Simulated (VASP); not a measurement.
RbCaH3:

```
Rb Ca H
1.0
     4.54700    0.00000    0.00000
     0.00000    4.54700    0.00000
     0.00000    0.00000    4.54700
Rb Ca H
1 1 3
Direct
  0.00000 0.00000 0.00000
  0.50000 0.50000 0.50000
  0.00000 0.50000 0.50000
  0.50000 0.00000 0.50000
  0.50000 0.50000 0.00000
```

| Item | Value |
| --- | --- |
| Program | VASP 6.6.1 |
| Task | relaxation of cell and atoms |
| Functional | LDA |
| Potentials or basis | VASP PAW LDA potentials, release 64 (Rb_sv, Ca_sv, H) |
| Cutoff | 600 eV |
| k mesh | 4 × 4 × 4 |
| Occupations | gaussian, width 0.01 eV |
| Spin | no spin polarisation |

At the start: pressure -2.3 GPa; volume 18.80 Å³/atom.

Task: Where does the relaxation end?

Result: Over 4 steps the energy falls by 13.5 meV/atom and the volume is 17.08 Å³/atom (-9.2 %); space group Pm-3m (No. 221, to 0.05 Å).

The path:
```csv
step,energy change (eV),largest force (eV/Å),pressure (GPa),volume (Å³)
1,0.0000,0.0000,-2.33,94.01
2,-0.0438,0.0000,-1.47,90.34
3,-0.0671,0.0000,-0.18,85.97
4,-0.0674,0.0000,0.01,85.39
```

Final structure:
```yaml
crystal:
  lattice:
    - [4.40356, 0.00000, 0.00000]
    - [0.00000, 4.40356, 0.00000]
    - [0.00000, 0.00000, 4.40356]
  atoms:
    - { symbol: Rb, position: [0.00000, 0.00000, 0.00000] }
    - { symbol: Ca, position: [0.50000, 0.50000, 0.50000] }
    - { symbol: H, position: [0.00000, 0.50000, 0.50000] }
    - { symbol: H, position: [0.50000, 0.00000, 0.50000] }
    - { symbol: H, position: [0.50000, 0.50000, 0.00000] }
```
